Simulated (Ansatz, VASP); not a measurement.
## C: VASP beside Ansatz

```xyz
4
Lattice="2.4657 0.0000 0.0000 -1.2328 2.1353 0.0000 0.0000 0.0000 17.5001" Properties=species:S:1:pos:R:3 pbc="T T T"
C     1.2328    0.7118    4.5000
C     0.0000    1.4235    4.5000
C     2.4657    1.4235    7.5101
C     3.6985    0.7118    7.5100
```

Alike in both runs: task single point; functional PBE; dispersion D3(BJ); k mesh 15 × 15 × 1; occupations gaussian, width 0.1 eV; no spin polarisation.

```csv
,VASP,Ansatz
version,VASP 6.6.1,Ansatz 0.2.0
potentials or method,"VASP PAW PBE potentials, release 64 (C), cutoff 520 eV","scalar-relativistic, plane waves, PAW"
valence electrons in the cell,16,16
```

|  | VASP | Ansatz | Ansatz less VASP |
| --- | --- | --- | --- |
| gap on the k mesh at the Fermi level (eV) | 0.88 | 0.88 | +0.001 |
| least direct gap on the mesh (eV) | 0.88 | 0.88 | +0.001 |
| rms of the force components (eV/Å) | 0.153 | 0.153 | 0.0000 |

Atom by atom the forces differ by 0.000 eV/Å (rms over components). Ansatz's warnings: structure snapped to symmetry.
